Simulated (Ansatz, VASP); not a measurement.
**Two plane-wave programs on InP**

Contents of INCAR:

```
SYSTEM = InP
PREC = Accurate
ENCUT = 520
EDIFF = 1E-6
ISMEAR = -1
SIGMA = 0.1
LREAL = .False.
LASPH = .True.
NELM = 100
ALGO = Normal
ISIF = 2
LWAVE = .False.
LCHARG = .False.
GGA = PS
NBANDS = 16
```

Contents of KPOINTS:

```
Automatic mesh
0
Gamma
  10 10 10
  0 0 0
```

POSCAR

```
InP
1.0
    0.0000000000      2.8324080000      2.8324080000
    2.8324080000      0.0000000000      2.8324080000
    2.8324080000      2.8324080000      0.0000000000
P In
1 1
Direct
    0.5000000000      0.5000000000      0.5000000000
    0.0000000000      0.0000000000      0.0000000000
```

Input for Ansatz:

```yaml
crystal:
  lattice:
    - [0.0, 2.832408, 2.832408]
    - [2.832408, 0.0, 2.832408]
    - [2.832408, 2.832408, 0.0]
  atoms:
    - { symbol: P, position: [0.5, 0.5, 0.5] }
    - { symbol: In, position: [0.0, 0.0, 0.0] }
  symmetry: { tolerance: 0.0003 }
kpoints:
  mp_grid: { grid: [10, 10, 10], shift: [0, 0, 0] }
  band_path:
    path:
      - [0.0, 0.0, 0.0]
      - [0.5, 0.0, 0.5]
      - [0.625, 0.25, 0.625]
      - [0.375, 0.375, 0.75]
      - [0.0, 0.0, 0.0]
      - [0.5, 0.5, 0.5]
      - [0.5, 0.25, 0.75]
      - [0.5, 0.0, 0.5]
    npoints: 8
magnetization:
  spin_polarized: false
scf:
  occupations: { method: fermi_dirac }
  lower_state_search: "off"
  max_iter: 200
hamiltonian:
  pseudopotentials: { kind: paw }
  xc: pbesol
basis:
  ecutwfc: 420
  fft_grid_basis: typed
output:
  forces: true
  stress: true
  eigenvalues: true
  bader: true
  populations: true
  elf: true
  write_potential: true
  volumetric_format: npy
  dos:
    e_range: [-12, 8]
    de: 0.05
    projected: { site_lists: { In: [In], P: [P] } }
checkpoint:
  read: saved_state
```

Alike in both runs: task single point; functional PBEsol; k mesh 10 × 10 × 10; no spin polarisation.

|  | VASP | Ansatz |
| --- | --- | --- |
| version | VASP 6.6.1 | Ansatz 0.2.0 |
| potentials or method | VASP PAW PBE potentials, release 64 (P, In_d), cutoff 520 eV | PAW plane waves |
| occupations | fermi-dirac, width 0.1 eV | fermi-dirac |
| valence electrons in the cell | 18 | 18 |

```csv
,VASP,Ansatz,Ansatz less VASP
pressure (GPa),-7.1,-7.1,-0.01
```

VASP's potentials were made for PBE, not for PBEsol.
